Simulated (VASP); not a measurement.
# Si (Fd-3m) in VASP: further runs, part 2 of 2

VASP 6.6.1. The steps go on from the part before.

**4. Single point, PBE**

This run uses another cell than the first one, of 18.42 Å³/atom, 0.885 times its volume.

INCAR

```
SYSTEM = Si
PREC = Accurate
ENCUT = 500
EDIFF = 1E-6
ISMEAR = 0
SIGMA = 0.01
LREAL = .False.
LASPH = .True.
NELM = 120
ALGO = Normal
ISIF = 2
LWAVE = .False.
LCHARG = .True.
GGA = PE
LELF = .True.
LVHAR = .True.
NBANDS = 11
GGA_COMPAT = .False.
```

KPOINTS

```
Automatic mesh
0
Gamma
  3 3 3
  0 0 0
```

POSCAR

```
Si
1.0
    0.0000000000      2.6410649576      2.6410649576
    2.6410649576      0.0000000000      2.6410649576
    2.6410649576      2.6410649576      0.0000000000
Si
2
Direct
    0.0000000000      0.0000000000      0.0000000000
    0.2500000000      0.2500000000      0.2500000000
```

Potentials or basis: VASP PAW PBE potentials, release 64 (Si).

Launch:

```bash
cat potpaw_PBE.64/Si/POTCAR > POTCAR
mpirun -np 1 vasp_std > vasp.out
```

OUTCAR:

```text
SYSTEM = Si
   PREC = Accurate
   ENCUT = 500
   EDIFF = 1E-6
   ISMEAR = 0
   LREAL = .False.
   LASPH = .True.
   NELM = 120
   ISIF = 2
   GGA = PE

 ion  position               nearest neighbor table
   1  0.000  0.000  0.000-   2 2.29   2 2.29   2 2.29   2 2.29
   2  0.250  0.250  0.250-   1 2.29   1 2.29   1 2.29   1 2.29

  LATTYP: Found a face centered cubic cell.
 ALAT       =     5.2821299152

  Lattice vectors:

 A1 = (   0.0000000000,   2.6410649576,   2.6410649576)
 A2 = (   2.6410649576,   0.0000000000,   2.6410649576)
 A3 = (   2.6410649576,   2.6410649576,   0.0000000000)

Analysis of symmetry for initial positions (statically):
=====================================================================
 Subroutine PRICEL returns:
 Original cell was already a primitive cell.

 Routine SETGRP: Setting up the symmetry group for a
 face centered cubic supercell.

 Subroutine GETGRP returns: Found 48 space group operations
 (whereof 24 operations were pure point group operations)
 out of a pool of 48 trial point group operations.

The static configuration has the point symmetry T_d .
 The point group associated with its full space group is O_h .

Analysis of symmetry for dynamics (positions and initial velocities):
=====================================================================
 Subroutine PRICEL returns:
 Original cell was already a primitive cell.

 Routine SETGRP: Setting up the symmetry group for a
 face centered cubic supercell.

 Subroutine GETGRP returns: Found 48 space group operations
 (whereof 24 operations were pure point group operations)
 out of a pool of 48 trial point group operations.

The dynamic configuration has the point symmetry T_d .
 The point group associated with its full space group is O_h .

 Subroutine INISYM returns: Found 48 space group operations
 (whereof 24 operations are pure point group operations),
 and found     1 'primitive' translations

----------------------------------------------------------------------------------------

                                     Primitive cell

  volume of cell :      36.8440

  direct lattice vectors                    reciprocal lattice vectors
     0.000000000  2.641064958  2.641064958    -0.189317570  0.189317570  0.189317570
     2.641064958  0.000000000  2.641064958     0.189317570 -0.189317570  0.189317570
     2.641064958  2.641064958  0.000000000     0.189317570  0.189317570 -0.189317570

  length of vectors
     3.735029882  3.735029882  3.735029882     0.327907650  0.327907650  0.327907650

  position of ions in fractional coordinates (direct lattice)
     0.000000000  0.000000000  0.000000000
     0.250000000  0.250000000  0.250000000

  ion indices of the primitive-cell ions
   primitive index   ion index
                 1           1
                 2           2

----------------------------------------------------------------------------------------

 KPOINTS: Automatic mesh

Automatic generation of k-mesh.
 Grid dimensions read from file:
 generate k-points for:    3    3    3

 Generating k-lattice:

  Cartesian coordinates                     Fractional coordinates (reciprocal lattice)
    -0.063105857  0.063105857  0.063105857     0.333333333  0.000000000  0.000000000
     0.063105857 -0.063105857  0.063105857     0.000000000  0.333333333  0.000000000
     0.063105857  0.063105857 -0.063105857     0.000000000  0.000000000  0.333333333

  Length of vectors
     0.109302550  0.109302550  0.109302550

  Shift w.r.t. Gamma in fractional coordinates (k-lattice)
     0.000000000  0.000000000  0.000000000

 Subroutine IBZKPT returns following result:
 ===========================================

 Found      4 irreducible k-points:

 Following reciprocal coordinates:
            Coordinates               Weight
  0.000000  0.000000  0.000000      1.000000
  0.333333  0.000000  0.000000      8.000000
  0.333333  0.333333  0.000000      6.000000
 -0.333333  0.333333  0.000000     12.000000
   k-points           NKPTS =      4   k-points in BZ     NKDIM =      4   number of bands    NBANDS=     11
   number of dos      NEDOS =    301   number of ions     NIONS =      2
   total plane-waves  NPLWV =  21952
   dimension x,y,z NGX =    28 NGY =   28 NGZ =   28
   dimension x,y,z NGXF=    56 NGYF=   56 NGZF=   56
   ions per type =               2
   NGX,Y,Z   is equivalent  to a cutoff of  12.46, 12.46, 12.46 a.u.
   NGXF,Y,Z  is equivalent  to a cutoff of  24.93, 24.93, 24.93 a.u.
 SYSTEM =  Si
   PREC   = accura    normal or accurate (medium, high low for compatibility)
   ISTART =      0    job   : 0-new  1-cont  2-samecut
   ICHARG =      2    charge: 1-file 2-atom 10-const
   ISPIN  =      1    spin polarized calculation?
   LNONCOLLINEAR =      F non collinear calculations
   LSORBIT =      F    spin-orbit coupling
   LASPH  =      T    aspherical Exc in radial PAW
   ENCUT  =  500.0 eV  36.75 Ry    6.06 a.u.   6.81  6.81  6.81*2*pi/ulx,y,z
   NELM   =    120;   NELMIN=  2; NELMDL= -5     # of ELM steps
   EDIFF  = 0.1E-05   stopping-criterion for ELM
   LREAL  =      F    real-space projection
   EDIFFG = 0.1E-04   stopping-criterion for IOM
   NSW    =      0    number of steps for IOM
   IBRION =     -1    ionic relax: 0-MD 1-quasi-New 2-CG
   NFREE  =      0    steps in history (QN), initial steepest desc. (CG)
   ISIF   =      2    stress and relaxation
   ISYM   =      2    0-nonsym 1-usesym 2-fastsym
   POTIM  = 0.5000    time-step for ionic-motion
   TEBEG  =    0.0;   TEEND  =   0.0 temperature during run
   PSTRESS=    0.0 pullay stress
   NELECT =       8.0000    total number of electrons
   NUPDOWN=      -1.0000    fix difference up-down
   EMIN   =  10.00;   EMAX   =-10.00  energy-range for DOS
   EFERMI =   0.00;   METHOD = LEGACY
   ISMEAR =     0;   SIGMA  =   0.01  broadening in eV -4-tet -1-fermi 0-gaus
   EFERMI_NEDOS =   21; number of points for ismear=-14 and -15
   IALGO  =     38    algorithm
   IMIX   =      4    mixing-type and parameters
     AMIX     =   0.40;   BMIX     =  1.00
     AMIX_MAG =   1.60;   BMIX_MAG =  1.00
  volume/ion in A,a.u.               =      18.42       124.32
  Fermi-wavevector in a.u.,A,eV,Ry     =   0.983971  1.859436 13.173153  0.968199
  Thomas-Fermi vector in A             =   2.115169
   LORBIT       =      0    0 simple, 1 ext, 2 COOP (PROOUT), +10 PAW based schemes
   GGA     = PE    functional components
   LHFCALC =     F    Hartree Fock is set to
   AEXX    =    0.0000 exact exchange contribution
   IVDW    =     0    specifies the selected vdW correction
   LEPSILON=     F    determine dielectric tensor
   LRPA    =     F    only Hartree local field effects (RPA)
 non-spin polarized calculation
 Gauss-broadening in eV      SIGMA  =   0.01
  energy-cutoff  :      500.00
  volume of cell :       36.84
 maximum number of plane-waves:       941
   NGX = 13   NGY = 13   NGZ = 13

 number of electron       8.0000000 magnetization

 Free energy of the ion-electron system (eV)
  ---------------------------------------------------
  ext. energy  EPLUGINS =         0.00000000
  ---------------------------------------------------
  free energy    TOTEN  =       -10.05215454 eV

  energy without entropy =      -10.05215454  energy(sigma->0) =      -10.05215454

 E-fermi :   6.8722     XC(G=0):  -9.6732

 val. band max:        6.8145223713   @ k =   0.0000   0.0000   0.0000
 cond. band min:       7.3667018871   @ k =   0.3333   0.3333   0.0000
 fundamental gap:      0.5521795158
 Fermi energy:         6.8721517789

 k-point     1 :       0.0000    0.0000    0.0000
  band No.  band energies     occupation
      1      -5.7622      2.00000
      2       6.8145      2.00000
      3       6.8145      2.00000
      4       6.8145      2.00000
      5       9.3599      0.00000
      6       9.3599      0.00000
      7       9.3599      0.00000
      8      11.1825      0.00000
      9      14.5119      0.00000
     10      14.5119      0.00000
     11      15.1064      0.00000

 k-point     2 :       0.3333    0.0000    0.0000
  band No.  band energies     occupation
      1      -4.2721      2.00000
      2       1.1948      2.00000
      3       5.7389      2.00000
      4       5.7389      2.00000
      5       8.8492      0.00000
      6      10.2741      0.00000
      7      10.2741      0.00000
      8      14.8698      0.00000
      9      14.8698      0.00000
     10      14.9187      0.00000
     11      16.6202      0.00000

 k-point     3 :       0.3333    0.3333    0.0000
  band No.  band energies     occupation
      1      -3.7125      2.00000
      2       1.7206      2.00000
      3       4.1779      2.00000
      4       4.1779      2.00000
      5       7.3667      0.00000
      6       8.6081      0.00000
      7      14.4219      0.00000
      8      14.4219      0.00000
      9      16.7863      0.00000
     10      17.6855      0.00000
     11      20.6262      0.00000

 k-point     4 :      -0.3333    0.3333    0.0000
  band No.  band energies     occupation
      1      -2.2076      2.00000
      2      -0.1957      2.00000
      3       1.9550      2.00000
      4       4.5183      2.00000
      5       8.2372      0.00000
      6      12.6610      0.00000
      7      13.5306      0.00000
      8      14.3249      0.00000
      9      14.4814      0.00000
     10      14.8167      0.00000
     11      21.6690      0.00000

------------------------ aborting loop because EDIFF is reached ----------------------------------------

  FORCE on cell =-STRESS in cart. coord.  units (eV):
  Direction    XX          YY          ZZ          XY          YZ          ZX
  --------------------------------------------------------------------------------------
  -------------------------------------------------------------------------------------
  Total        3.2758251      3.2758251      3.2758251      0.0000000      0.0000000     -0.0000000
  in kB      142.4505209    142.4505209    142.4505209      0.0000000      0.0000000     -0.0000000
  external PRESSURE =     142.4505209 kB  Pullay stress =       0.0000000 kB

 VOLUME and BASIS-vectors are now :
 -----------------------------------------------------------------------------
  energy-cutoff  :      500.00
  volume of cell :       36.84
      direct lattice vectors                 reciprocal lattice vectors
     0.000000000  2.641064958  2.641064958    -0.189317570  0.189317570  0.189317570
     2.641064958  0.000000000  2.641064958     0.189317570 -0.189317570  0.189317570
     2.641064958  2.641064958  0.000000000     0.189317570  0.189317570 -0.189317570

 POSITION                                       TOTAL-FORCE (eV/Angst)
 -----------------------------------------------------------------------------------
      0.00000      0.00000      0.00000         0.000000      0.000000      0.000000
      1.32053      1.32053      1.32053        -0.000000     -0.000000     -0.000000
 -----------------------------------------------------------------------------------
    total drift:                                0.000000      0.000000     -0.000000

  FREE ENERGIE OF THE ION-ELECTRON SYSTEM (eV)
  ---------------------------------------------------
  free  energy   TOTEN  =       -10.0521545433 eV

  energy  without entropy=      -10.0521545433  energy(sigma->0) =      -10.05215454
```

stdout:

```text
POSCAR found type information on POSCAR Si
 POSCAR found :  1 types and       2 ions
 scaLAPACK will be used
 LDA part: xc-table for (Slater+PW92), standard interpolation
 POSCAR, INCAR and KPOINTS ok, starting setup
 FFT: planning ... GRIDC
 FFT: planning ... GRID_SOFT
 FFT: planning ... GRID
 WAVECAR not read
 entering main loop
```

Run time: 2.4 s. Hardware: 1 thread of Intel Xeon Platinum 8488C (Sapphire Rapids), shared host; peak memory 0.14 GiB.

Results:

```yaml
Free_energy: -10.0522 eV
Pressure: 14.2 GPa
Band_gap_on_the_k_mesh: 0.55 eV, indirect (least direct gap 2.55 eV)
```

Caveat: the k points lie up to 0.69 Å⁻¹ apart. A k mesh can miss the band edges.

**5. Single point, PBE**

This run uses another cell than the first one, of 19.22 Å³/atom, 0.923 times its volume.

INCAR

```
SYSTEM = Si
ALGO = Normal
EDIFF = 1E-6
ENCUT = 500
GGA = PE
GGA_COMPAT = .FALSE.
ISIF = 2
ISMEAR = 0
LASPH = .TRUE.
LCHARG = .FALSE.
LREAL = .FALSE.
LWAVE = .FALSE.
NBANDS = 11
NELM = 120
PREC = Accurate
SIGMA = 0.01
```

KPOINTS

```
k-points
0
G
  3 3 3
  0 0 0
```

POSCAR

```
Si
1.0
    0.0000000000      2.6787995551      2.6787995551
    2.6787995551      0.0000000000      2.6787995551
    2.6787995551      2.6787995551      0.0000000000
Si
2
Direct
    0.0000000000      0.0000000000      0.0000000000
    0.2500000000      0.2500000000      0.2500000000
```

Potentials or basis: VASP PAW PBE potentials, release 64 (Si).

Launch:

```bash
cat potpaw_PBE.64/Si/POTCAR > POTCAR
mpirun -np 1 vasp_std > vasp.out
```

OUTCAR:

```text
SYSTEM = Si
   EDIFF = 1E-6
   ENCUT = 500
   GGA = PE
   ISIF = 2
   ISMEAR = 0
   LASPH = .TRUE.
   LREAL = .FALSE.
   NELM = 120
   PREC = Accurate

 ion  position               nearest neighbor table
   1  0.000  0.000  0.000-   2 2.32   2 2.32   2 2.32   2 2.32
   2  0.250  0.250  0.250-   1 2.32   1 2.32   1 2.32   1 2.32

  LATTYP: Found a face centered cubic cell.
 ALAT       =     5.3575991102

  Lattice vectors:

 A1 = (   0.0000000000,   2.6787995551,   2.6787995551)
 A2 = (   2.6787995551,   0.0000000000,   2.6787995551)
 A3 = (   2.6787995551,   2.6787995551,   0.0000000000)

Analysis of symmetry for initial positions (statically):
=====================================================================
 Subroutine PRICEL returns:
 Original cell was already a primitive cell.

 Routine SETGRP: Setting up the symmetry group for a
 face centered cubic supercell.

 Subroutine GETGRP returns: Found 48 space group operations
 (whereof 24 operations were pure point group operations)
 out of a pool of 48 trial point group operations.

The static configuration has the point symmetry T_d .
 The point group associated with its full space group is O_h .
[... 151 lines left out ...]
      2       6.3560      2.00000
      3       6.3560      2.00000
      4       6.3560      2.00000
      5       8.8899      0.00000
      6       8.8899      0.00000
      7       8.8899      0.00000
      8      10.2136      0.00000
      9      14.0383      0.00000
     10      14.0383      0.00000
     11      14.4759      0.00000
[... 29 lines left out ...]
 k-point     4 :      -0.3333    0.3333    0.0000
  band No.  band energies     occupation
      1      -2.5012      2.00000
      2      -0.5325      2.00000
      3       1.7130      2.00000
      4       4.1466      2.00000
      5       7.8360      0.00000
      6      12.1704      0.00000
      7      12.9317      0.00000
      8      13.6356      0.00000
      9      14.0019      0.00000
     10      14.0568      0.00000
     11      20.9537      0.00000

------------------------ aborting loop because EDIFF is reached ----------------------------------------

  FORCE on cell =-STRESS in cart. coord.  units (eV):
  Direction    XX          YY          ZZ          XY          YZ          ZX
  --------------------------------------------------------------------------------------
  -------------------------------------------------------------------------------------
  Total        2.0567412      2.0567412      2.0567412      0.0000000      0.0000000      0.0000000
  in kB       85.7115936     85.7115936     85.7115936      0.0000000      0.0000000      0.0000000
  external PRESSURE =      85.7115936 kB  Pullay stress =       0.0000000 kB

 VOLUME and BASIS-vectors are now :
 -----------------------------------------------------------------------------
  energy-cutoff  :      500.00
  volume of cell :       38.45
      direct lattice vectors                 reciprocal lattice vectors
     0.000000000  2.678799555  2.678799555    -0.186650770  0.186650770  0.186650770
     2.678799555  0.000000000  2.678799555     0.186650770 -0.186650770  0.186650770
     2.678799555  2.678799555  0.000000000     0.186650770  0.186650770 -0.186650770

 POSITION                                       TOTAL-FORCE (eV/Angst)
 -----------------------------------------------------------------------------------
      0.00000      0.00000      0.00000        -0.000000     -0.000000     -0.000000
      1.33940      1.33940      1.33940         0.000000      0.000000      0.000000
 -----------------------------------------------------------------------------------
    total drift:                                0.000000      0.000000     -0.000000

  FREE ENERGIE OF THE ION-ELECTRON SYSTEM (eV)
  ---------------------------------------------------
  free  energy   TOTEN  =       -10.1653124240 eV

  energy  without entropy=      -10.1653124240  energy(sigma->0) =      -10.16531242
```

It took 1.9 s on 1 thread of Intel Xeon Platinum 8488C (Sapphire Rapids), shared host; peak memory 0.13 GiB.

What came out:

```
Free energy            : -10.1653 eV
Pressure               : 8.6 GPa
Band gap on the k mesh : 0.62 eV, indirect (least direct gap 2.53 eV)
```

Caveat: the k points lie up to 0.68 Å⁻¹ apart. A k mesh can miss the band edges.

**6. Single point, PBE**

This run uses another cell than the first one, of 19.22 Å³/atom, 0.923 times its volume.

INCAR

```
PREC = Accurate
ENCUT = 500
EDIFF = 1E-6
ISMEAR = 0
SIGMA = 0.01
LREAL = False
LASPH = True
NELM = 120
ALGO = Normal
ISIF = 2
LWAVE = False
LCHARG = False
GGA = PE
NBANDS = 11
GGA_COMPAT = False
```

KPOINTS

```
regular mesh
0
Gamma
  3 3 3
```

POSCAR is that of step 5.

Potentials or basis: VASP PAW PBE potentials, release 64 (Si).

Launch:

```bash
cat potpaw_PBE.64/Si/POTCAR > POTCAR
mpirun -np 1 vasp_std > vasp.out
```

Run time: 2.1 s. Hardware: 1 thread of Intel Xeon Platinum 8488C (Sapphire Rapids), shared host; peak memory 0.14 GiB.

The run converged. Its results:

| Quantity | Value |
| --- | --- |
| Free energy | -10.1653 eV |
| Pressure | 8.6 GPa |
| Band gap on the k mesh | 0.62 eV, indirect (least direct gap 2.53 eV) |

Levels at points of the mesh, in eV from the valence-band top:
| k point | band 2 | band 3 | band 4 | band 5 | band 6 | band 7 |
| --- | --- | --- | --- | --- | --- | --- |
| (0.00, 0.00, 0.00) | 0.00 | 0.00 | 0.00 | 2.53 | 2.53 | 2.53 |

Caveat: the k points lie up to 0.68 Å⁻¹ apart.

**7. Summary**

| cell | gap on the mesh (eV) | pressure (GPa) |
| --- | --- | --- |
| a = 3.891 Å, angles 60.0°, 2 atoms | 0.75 | 0.1 |
| a = 3.735 Å, angles 60.0°, 2 atoms | 0.55 | 14.2 |
| a = 3.788 Å, angles 60.0°, 2 atoms | 0.62 | 8.6 |

Alike in all rows: task single point; level PBE; potentials or basis VASP PAW PBE potentials, release 64 (Si); no spin polarisation; k mesh 3 × 3 × 3; cutoff (eV) 500; smearing gaussian 0.01 eV.

Caveats: all runs use coarse meshes.

Absolute energies hang on the potentials; compare differences alone.
